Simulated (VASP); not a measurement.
Write the native input for VASP 6.6.1 that does the following.

| Item | Value |
| --- | --- |
| Task | single point |
| Functional | PBE |
| Potentials or basis | VASP PAW PBE potentials, release 64 (F, Cl, Ag) |
| Cutoff | 520 eV |
| k mesh | 6 × 6 × 6 |
| Occupations | fermi-dirac, width 0.02 eV |
| Spin | no spin polarisation |
| Dipole correction | no |
| Further INCAR settings | ALGO = Normal; EDIFF = 1e-06; NBANDS = 26 |

The structure of Ag2ClF lies in POSCAR:

```
Ag2ClF
1.0
    1.9433225750      1.1219778118      5.3283099980
   -1.9433225750      1.1219778118      5.3283099980
    0.0000000000     -2.2439556236      5.3283099980
F Cl Ag
1 1 2
Direct
    1.0000000000      0.0000000000      0.0000000000
    0.5000000000      0.5000000000      0.5000000000
    0.2656404833      0.2656404833      0.2656404833
    0.7343595167      0.7343595167      0.7343595167
```

The input as run:

INCAR

```
SYSTEM = Ag2ClF
  PREC = Accurate
  ENCUT = 520
  EDIFF = 1E-6
  ISMEAR = -1
  SIGMA = 0.02
  LREAL = .FALSE.
  LASPH = .TRUE.
  NELM = 80
  ALGO = Normal
  ISIF = 2
  LWAVE = .FALSE.
  LCHARG = .FALSE.
  GGA = PE
  NBANDS = 26
```

KPOINTS

```
Automatic mesh
0
G
  6 6 6
  0 0 0
```

Potentials or basis: VASP PAW PBE potentials, release 64 (F, Cl, Ag).

Command:

```bash
$ cat potpaw_PBE.64/F/POTCAR potpaw_PBE.64/Cl/POTCAR potpaw_PBE.64/Ag/POTCAR > POTCAR
$ mpirun -np 1 vasp_std > vasp.out
```

It gave:

- Pressure: 2.6 GPa
- Largest force: 0.116 eV/Å
- Band gap on the k mesh: zero (filled and empty bands touch)

Caveat: semilocal functionals underestimate gaps, and a narrow one can read as zero.

Run time: 98 s on 1 thread of Intel(R) Xeon(R) Platinum 8259CL CPU @ 2.50GHz (Skylake/Cascade Lake), on a shared host, peak memory 0.35 GiB.
